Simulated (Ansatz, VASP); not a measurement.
## Two plane-wave programs on BaTiO3

```
Ba Ti O
1.0
     3.96320    0.00000    0.00000
     0.00000    2.85788    2.87420
     0.00000   -2.85788    2.87420
Ba Ti O
1 1 3
Direct
  0.00000 0.00496 0.00496
  0.50000 0.52057 0.52057
  0.50000 0.97676 0.49078
  0.50000 0.49078 0.97676
  0.00000 0.48683 0.48683
```

Alike in both runs: task single point; functional PBE; k mesh 6 × 6 × 6; occupations fermi-dirac, width 0.02 eV; no spin polarisation.

```csv
,VASP,Ansatz
version,VASP 6.6.1,Ansatz 0.2.0
potentials or method,"VASP PAW PBE potentials, release 64 (Ba_sv, Ti_sv, O)","plane waves, PAW"
plane-wave cutoff (eV),520,420
valence electrons in the cell,40,40
```

Ansatz gave:

- gap on the k mesh at the Fermi level (eV): 2.29
- pressure (GPa): 3.2
- traceless stress, the component that is largest in VASP (GPa): 0.09
- rms of the force components (eV/Å): 0.042

Estimate VASP's values.

gap on the k mesh at the Fermi level (eV): 2.24; pressure (GPa): 4.9; traceless stress, the component that is largest in VASP (GPa): 0.13; rms of the force components (eV/Å): 0.067.

Atom by atom the forces differ by 0.031 eV/Å (rms over components). With one functional, cell and mesh, what is left measures potentials, basis and numerics.

Spin-orbit coupling is off throughout.
